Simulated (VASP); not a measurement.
## Se: single point with LDA

The system is Se.

```
CELL_PARAMETERS angstrom
-1.41773 1.41773 1.41773
1.41773 -1.41773 1.41773
1.41773 1.41773 -1.41773
ATOMIC_POSITIONS crystal
Se 0.00000 0.00000 0.00000
```

This isn't the form of Se at room conditions, which is trigonal, of chains.

```json
{
 "Program": "VASP 6.6.1",
 "Task": "single point",
 "Functional": "LDA",
 "Potentials or basis": "VASP PAW LDA potentials, release 64 (Se)",
 "Cutoff": "520 eV",
 "k mesh": "18 × 18 × 18",
 "Occupations": "fermi-dirac, width 0.1 eV",
 "Spin": "no spin polarisation"
}
```

```json
{"Pressure": "142.6 GPa", "Band gap on the k mesh": "zero (bands 3 and 4 overlap by 14.18 eV)"}
```

Levels at points of the mesh, in eV from the Fermi level:
```tsv
k point	band 1	band 2	band 3	band 4	band 5	band 6	band 7	band 8
(0.00, 0.00, 0.00)	-23.48	7.21	7.21	7.21	14.03	14.03	14.03	17.78
(0.50, 0.00, 0.00)	-15.38	-12.83	0.47	3.91	7.45	8.04	21.80	23.77
(0.50, 0.50, 0.50)	-8.07	-6.21	-6.21	-6.21	0.57	0.57	29.89	29.89
```

It took 21 s on 1 thread of Intel Xeon 8259CL, on a shared host, peak memory 0.13 GiB.

Caveat: the cell stands under pressure.
